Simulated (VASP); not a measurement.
Rh, 2 atoms in the cell. The cell holds a sheet with vacuum, 2 atoms: a = 3.804 Å, b = 3.804 Å, c = 26.953 Å, α = 90.00°, β = 90.00°, γ = 120.00°. 

- Program: VASP 6.6.1
- Task: single point
- Functional: PBE
- Potentials or basis: VASP PAW PBE potentials, release 64 (Rh_pv)
- Cutoff: 520 eV
- k mesh: 12 × 12 × 1
- Occupations: gaussian, width 0.02 eV
- Spin: no spin polarisation
- Dipole correction: yes
- Further INCAR settings: ALGO = Normal; EDIFF = 1e-07; NBANDS = 22

Potentials or basis: VASP PAW PBE potentials, release 64 (Rh_pv).

The run is started by

```sh
$ cat potpaw_PBE.64/Rh_pv/POTCAR > POTCAR
$ mpirun -np 1 vasp_std > vasp.out
```

Hardware: 1 thread of Intel(R) Xeon(R) 6975P-C (Granite Rapids), on a shared host.

Task: How long does it take, and how much memory?

Result: Run time: 94 s on 1 thread of Intel(R) Xeon(R) 6975P-C (Granite Rapids) (shared host), peak memory 0.45 GiB. Counts: scf iterations 23, k points 19.
